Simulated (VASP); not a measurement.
# Ag2OsO4 (P-42m) in VASP: single point with PBE

Aim: the single point of Ag2OsO4 with PBE.

All numbers are computed with VASP 6.6.1; they aren't measurements. Logs are shortened: lines on timing, memory, paths and dates and some standing lists are left out, and cuts for length are marked.

## Step 1: The cell of the first run

It takes space group P-42m (No. 111, tetragonal). Conventional cell: a = 4.193 Å, b = 4.193 Å, c = 6.438 Å, α = 90.00°, β = 90.00°, γ = 90.00°. Within 3.4 Å of Ag (site symmetry 222) lie 4 O at 2.58 Å and 4 Ag at 2.96 Å. Os (site symmetry -42m) has 4 O at 1.76 Å within 2.3 Å. Within 2.3 Å of O (site symmetry m) lie 1 Os at 1.76 Å.

The cell was generated, and may not be a known phase.

## Step 2: Single point, PBE, collinear spin

INCAR reads:

```
  PREC = Accurate
  ENCUT = 700
  EDIFF = 1E-6
  ISMEAR = 0
  SIGMA = 0.1
  LREAL = F
  LASPH = T
  NELM = 200
  ALGO = Normal
  ISIF = 2
  LWAVE = F
  LCHARG = F
  ISPIN = 2
  MAGMOM = 0 0 1 0 0 0 0
  LORBIT = 11
  LMAXMIX = 4
  GGA = PE
  NBANDS = 52
  GGA_COMPAT = F
```

KPOINTS reads:

```
regular mesh
0
Gamma
  4 4 4
```

POSCAR reads:

```
Ag2OsO4
1.0
    4.1926256893      0.0000000000      0.0000000000
    0.0000000000      4.1926256893      0.0000000000
    0.0000000000      0.0000000000      6.4379874440
Ag Os O
2 1 4
Direct
    0.5000000000      0.0000000000      0.5000000000
    0.0000000000      0.5000000000      0.5000000000
    0.0000000000      0.0000000000      0.0000000000
    0.7696564547      0.2303435453      0.8283112157
    0.2303435453      0.2303435453      0.1716887843
    0.2303435453      0.7696564547      0.8283112157
    0.7696564547      0.7696564547      0.1716887843
```

Potentials or basis: VASP PAW PBE potentials, release 64 (Ag_sv_GW, Os_sv_GW, O).

Command:

```
cat potpaw_PBE.64/Ag_sv_GW/POTCAR potpaw_PBE.64/Os_sv_GW/POTCAR potpaw_PBE.64/O/POTCAR > POTCAR
mpirun -np 1 vasp_std > vasp.out
```

OUTCAR:

```text
PREC = Accurate
   ENCUT = 700
   EDIFF = 1E-6
   ISMEAR = 0
   LREAL = F
   LASPH = T
   NELM = 200
   ISIF = 2
   ISPIN = 2
   LORBIT = 11
   GGA = PE

 ion  position               nearest neighbor table
   1  0.500  0.000  0.500-
   2  0.000  0.500  0.500-
   3  0.000  0.000  0.000-   4 1.76   5 1.76   6 1.76   7 1.76
   4  0.770  0.230  0.828-   3 1.76
   5  0.230  0.230  0.172-   3 1.76
   6  0.230  0.770  0.828-   3 1.76
   7  0.770  0.770  0.172-   3 1.76

  LATTYP: Found a simple tetragonal cell.
 ALAT       =     4.1926256893
 C/A-ratio  =     1.5355502544

  Lattice vectors:

 A1 = (   4.1926256893,   0.0000000000,   0.0000000000)
 A2 = (   0.0000000000,   4.1926256893,   0.0000000000)
 A3 = (   0.0000000000,   0.0000000000,   6.4379874440)

Analysis of symmetry for initial positions (statically):
=====================================================================
 Subroutine PRICEL returns:
 Original cell was already a primitive cell.

 Routine SETGRP: Setting up the symmetry group for a
 simple tetragonal supercell.

 Subroutine GETGRP returns: Found  8 space group operations
 (whereof  8 operations were pure point group operations)
 out of a pool of 16 trial point group operations.

The static configuration has the point symmetry D_2d.

Analysis of symmetry for dynamics (positions and initial velocities):
=====================================================================
 Subroutine PRICEL returns:
 Original cell was already a primitive cell.

 Routine SETGRP: Setting up the symmetry group for a
 simple tetragonal supercell.

 Subroutine GETGRP returns: Found  8 space group operations
 (whereof  8 operations were pure point group operations)
 out of a pool of 16 trial point group operations.

The dynamic configuration has the point symmetry D_2d.

Analysis of structural, dynamic, and magnetic symmetry:
=====================================================================
 Subroutine PRICEL returns:
 Original cell was already a primitive cell.

 Routine SETGRP: Setting up the symmetry group for a
 simple tetragonal supercell.

 Subroutine GETGRP returns: Found  8 space group operations
 (whereof  8 operations were pure point group operations)
 out of a pool of 16 trial point group operations.

The overall configuration has the point symmetry D_2d.

 Subroutine INISYM returns: Found  8 space group operations
 (whereof  8 operations are pure point group operations),
 and found     1 'primitive' translations

----------------------------------------------------------------------------------------

                                     Primitive cell

  volume of cell :     113.1677

  direct lattice vectors                    reciprocal lattice vectors
     4.192625689  0.000000000  0.000000000     0.238514018  0.000000000  0.000000000
     0.000000000  4.192625689  0.000000000     0.000000000  0.238514018  0.000000000
     0.000000000  0.000000000  6.437987444     0.000000000  0.000000000  0.155328044

  length of vectors
     4.192625689  4.192625689  6.437987444     0.238514018  0.238514018  0.155328044

  position of ions in fractional coordinates (direct lattice)
     0.500000000  0.000000000  0.500000000
     0.000000000  0.500000000  0.500000000
     0.000000000  0.000000000  0.000000000
     0.769656455  0.230343545  0.828311216
     0.230343545  0.230343545  0.171688784
     0.230343545  0.769656455  0.828311216
     0.769656455  0.769656455  0.171688784

  ion indices of the primitive-cell ions
   primitive index   ion index
                 1           1
                 2           2
                 3           3
                 4           4
                 5           5
[... 34 lines left out ...]
  0.250000  0.250000  0.000000      4.000000
  0.500000  0.250000  0.000000      4.000000
  0.500000  0.500000  0.000000      1.000000
[... 10 lines left out ...]
  0.500000  0.250000  0.500000      4.000000
  0.500000  0.500000  0.500000      1.000000
   k-points           NKPTS =     18   k-points in BZ     NKDIM =     18   number of bands    NBANDS=     52
   number of dos      NEDOS =    301   number of ions     NIONS =      7
   total plane-waves  NPLWV =  72576
   dimension x,y,z NGX =    36 NGY =   36 NGZ =   56
   dimension x,y,z NGXF=    72 NGYF=   72 NGZF=  112
   ions per type =               2   1   4
   NGX,Y,Z   is equivalent  to a cutoff of  14.27, 14.27, 14.46 a.u.
   NGXF,Y,Z  is equivalent  to a cutoff of  28.55, 28.55, 28.92 a.u.
 SYSTEM =  unknown system
   PREC   = accura    normal or accurate (medium, high low for compatibility)
   ISTART =      0    job   : 0-new  1-cont  2-samecut
   ICHARG =      2    charge: 1-file 2-atom 10-const
   ISPIN  =      2    spin polarized calculation?
   LNONCOLLINEAR =      F non collinear calculations
   LSORBIT =      F    spin-orbit coupling
   LASPH  =      T    aspherical Exc in radial PAW
   ENCUT  =  700.0 eV  51.45 Ry    7.17 a.u.   9.04  9.04 13.89*2*pi/ulx,y,z
   NELM   =    200;   NELMIN=  2; NELMDL= -5     # of ELM steps
   EDIFF  = 0.1E-05   stopping-criterion for ELM
   LREAL  =      F    real-space projection
   EDIFFG = 0.1E-04   stopping-criterion for IOM
   NSW    =      0    number of steps for IOM
   IBRION =     -1    ionic relax: 0-MD 1-quasi-New 2-CG
   NFREE  =      0    steps in history (QN), initial steepest desc. (CG)
   ISIF   =      2    stress and relaxation
   ISYM   =      2    0-nonsym 1-usesym 2-fastsym
   POTIM  = 0.5000    time-step for ionic-motion
   TEBEG  =    0.0;   TEEND  =   0.0 temperature during run
   PSTRESS=    0.0 pullay stress
   NELECT =      78.0000    total number of electrons
   NUPDOWN=      -1.0000    fix difference up-down
   EMIN   =  10.00;   EMAX   =-10.00  energy-range for DOS
   EFERMI =   0.00;   METHOD = LEGACY
   ISMEAR =     0;   SIGMA  =   0.10  broadening in eV -4-tet -1-fermi 0-gaus
   EFERMI_NEDOS =   21; number of points for ismear=-14 and -15
   IALGO  =     38    algorithm
   IMIX   =      4    mixing-type and parameters
     AMIX     =   0.40;   BMIX     =  1.00
     AMIX_MAG =   1.60;   BMIX_MAG =  1.00
  volume/ion in A,a.u.               =      16.17       109.10
  Fermi-wavevector in a.u.,A,eV,Ry     =   1.446102  2.732737 28.452653  2.091211
  Thomas-Fermi vector in A             =   2.564209
   LORBIT       =     11    0 simple, 1 ext, 2 COOP (PROOUT), +10 PAW based schemes
   GGA     = PE    functional components
   LHFCALC =     F    Hartree Fock is set to
   AEXX    =    0.0000 exact exchange contribution
   IVDW    =     0    specifies the selected vdW correction
   LEPSILON=     F    determine dielectric tensor
   LRPA    =     F    only Hartree local field effects (RPA)
 spin polarized calculation
 Gauss-broadening in eV      SIGMA  =   0.10
  energy-cutoff  :      700.00
  volume of cell :      113.17
 maximum number of plane-waves:      4832
   NGX = 19   NGY = 19   NGZ = 27

 number of electron      77.9999985 magnetization      -0.0179251

 number of electron      77.9999985 magnetization       0.0013161

 Free energy of the ion-electron system (eV)
  ---------------------------------------------------
  ext. energy  EPLUGINS =         0.00000000
  ---------------------------------------------------
  free energy    TOTEN  =       -37.00270312 eV

  energy without entropy =      -36.99190696  energy(sigma->0) =      -36.99730504

 E-fermi :   3.7903     XC(G=0): -10.1577

 val. band max:        3.7049194610   @ k =   0.2500   0.0000   0.5000
 cond. band min:       3.8212320476   @ k =   0.0000   0.0000   0.2500
 fundamental gap:      0.1163125866
 Fermi energy:         3.7902675286

 spin component 1

 k-point     1 :       0.0000    0.0000    0.0000
  band No.  band energies     occupation
      1     -87.4341      1.00000
      2     -87.4263      1.00000
      3     -85.8415      1.00000
      4     -50.9922      1.00000
      5     -50.9922      1.00000
      6     -50.9231      1.00000
[... 961 lines left out ...]
     50      11.9223      0.00000
     51      13.5079      0.00000
 Fermi energy:         3.7902675286

 spin component 2

 k-point     1 :       0.0000    0.0000    0.0000
  band No.  band energies     occupation
      1     -87.4341      1.00000
      2     -87.4262      1.00000
      3     -85.8410      1.00000
      4     -50.9922      1.00000
      5     -50.9922      1.00000
      6     -50.9231      1.00000
[... 961 lines left out ...]
     50      11.9225      0.00000
     51      13.5079      0.00000
 [bands above 51 left out]

------------------------ aborting loop because EDIFF is reached ----------------------------------------

  FORCE on cell =-STRESS in cart. coord.  units (eV):
  Direction    XX          YY          ZZ          XY          YZ          ZX
  --------------------------------------------------------------------------------------
  -------------------------------------------------------------------------------------
  Total        0.3140329      0.3140329      0.7542169      0.0000000      0.0000000      0.0000000
  in kB        4.4459378      4.4459378     10.6778679      0.0000000      0.0000000      0.0000000
  external PRESSURE =       6.5232479 kB  Pullay stress =       0.0000000 kB

 VOLUME and BASIS-vectors are now :
 -----------------------------------------------------------------------------
  energy-cutoff  :      700.00
  volume of cell :      113.17
      direct lattice vectors                 reciprocal lattice vectors
     4.192625689  0.000000000  0.000000000     0.238514018  0.000000000  0.000000000
     0.000000000  4.192625689  0.000000000     0.000000000  0.238514018  0.000000000
     0.000000000  0.000000000  6.437987444     0.000000000  0.000000000  0.155328044

 POSITION                                       TOTAL-FORCE (eV/Angst)
 -----------------------------------------------------------------------------------
      2.09631      0.00000      3.21899        -0.000000      0.000000     -0.000000
      0.00000      2.09631      3.21899        -0.000000      0.000000     -0.000000
      0.00000      0.00000      0.00000        -0.000000      0.000000     -0.000000
      3.22688      0.96574      5.33266        -0.138366      0.138366     -0.173469
      0.96574      0.96574      1.10533         0.138366      0.138366      0.173469
      0.96574      3.22688      5.33266         0.138366     -0.138366     -0.173469
      3.22688      3.22688      1.10533        -0.138366     -0.138366      0.173469
 -----------------------------------------------------------------------------------
    total drift:                               -0.000000     -0.000000     -0.000000

  FREE ENERGIE OF THE ION-ELECTRON SYSTEM (eV)
  ---------------------------------------------------
  free  energy   TOTEN  =       -37.0027031229 eV

  energy  without entropy=      -36.9919069558  energy(sigma->0) =      -36.99730504

 total charge

# of ion       s       p       d       f       tot
--------------------------------------------------
    1        2.135   5.992   8.577   0.003  16.707
    2        2.135   5.992   8.577   0.003  16.707
    3        3.780   6.168   5.095   0.687  15.730
    4        1.599   3.340   0.000   0.000   4.939
    5        1.599   3.340   0.000   0.000   4.939
    6        1.599   3.340   0.000   0.000   4.939
    7        1.599   3.340   0.000   0.000   4.939
--------------------------------------------------
tot         14.447  31.511  22.249   0.693  68.901

 magnetization (x)

# of ion       s       p       d       f       tot
--------------------------------------------------
    1       -0.000   0.000   0.000   0.000   0.000
    2       -0.000   0.000   0.000   0.000   0.000
    3        0.000   0.000   0.001  -0.000   0.001
    4        0.000   0.000   0.000   0.000   0.000
    5        0.000   0.000   0.000   0.000   0.000
    6        0.000   0.000   0.000   0.000   0.000
    7        0.000   0.000   0.000   0.000   0.000
--------------------------------------------------
tot          0.000   0.000   0.001  -0.000   0.001
```

It took 3.3 min on 1 thread of Intel Xeon 6975P-C (Granite Rapids), shared host; peak memory 0.48 GiB.

Results:

* Free energy: -37.0027 eV
* Pressure: 0.7 GPa
* Largest force: 0.261 eV/Å
* Band gap on the k mesh: zero (filled and empty bands overlap)
* Net moment: 0.00 μB per cell
* Valence electrons inside the program's atomic spheres: Ag 16.71; Os 15.73; O 4.94

Forces on the atoms (eV/Å):
```
Ag   0.000  0.000  0.000
Ag   0.000  0.000  0.000
Os   0.000  0.000  0.000
O   -0.138  0.138 -0.173
O    0.138  0.138  0.173
O    0.138 -0.138 -0.173
O   -0.138 -0.138  0.173
```

Levels at points of the mesh, in eV from the Fermi level:
Spin up:
```tsv
k point	band 35	band 36	band 37	band 38	band 39	band 40	band 41	band 42	band 43	band 44
(0.00, 0.00, 0.00)	-2.85	-2.61	-2.61	-2.33	-1.57	0.15	0.77	1.44	2.39	2.39
(0.50, 0.00, 0.00)	-3.28	-2.94	-2.89	-2.83	-1.05	0.42	0.45	1.65	1.95	2.22
(0.50, 0.50, 0.00)	-3.08	-2.44	-2.42	-2.42	-0.23	0.53	0.77	2.46	2.46	2.94
(0.00, 0.00, 0.50)	-2.55	-2.55	-2.38	-2.34	-1.26	-0.11	0.20	2.03	2.20	2.20
(0.50, 0.00, 0.50)	-3.30	-3.00	-2.90	-2.52	-0.12	0.13	0.70	0.80	2.35	2.41
(0.50, 0.50, 0.50)	-3.05	-2.61	-2.53	-2.53	0.54	0.55	1.39	2.33	2.79	2.79
```
Spin down:
| k point | band 35 | band 36 | band 37 | band 38 | band 39 | band 40 | band 41 | band 42 | band 43 | band 44 |
| --- | --- | --- | --- | --- | --- | --- | --- | --- | --- | --- |
| (0.00, 0.00, 0.00) | -2.85 | -2.61 | -2.61 | -2.33 | -1.57 | 0.15 | 0.77 | 1.44 | 2.39 | 2.39 |
| (0.50, 0.00, 0.00) | -3.28 | -2.94 | -2.89 | -2.83 | -1.05 | 0.42 | 0.45 | 1.65 | 1.95 | 2.22 |
| (0.50, 0.50, 0.00) | -3.08 | -2.44 | -2.42 | -2.42 | -0.23 | 0.53 | 0.77 | 2.46 | 2.46 | 2.94 |
| (0.00, 0.00, 0.50) | -2.55 | -2.55 | -2.38 | -2.34 | -1.26 | -0.10 | 0.20 | 2.03 | 2.20 | 2.20 |
| (0.50, 0.00, 0.50) | -3.30 | -3.00 | -2.90 | -2.52 | -0.12 | 0.13 | 0.70 | 0.80 | 2.35 | 2.41 |
| (0.50, 0.50, 0.50) | -3.05 | -2.61 | -2.53 | -2.53 | 0.54 | 0.55 | 1.39 | 2.33 | 2.79 | 2.79 |

Caveat: the k points lie up to 0.37 Å⁻¹ apart, too coarse for converged energies and pressures of a metal; spin-orbit coupling is left out, which moves the levels of the heavy elements.

The gap in the log of VASP goes by the Fermi energy; the results here count the filled bands.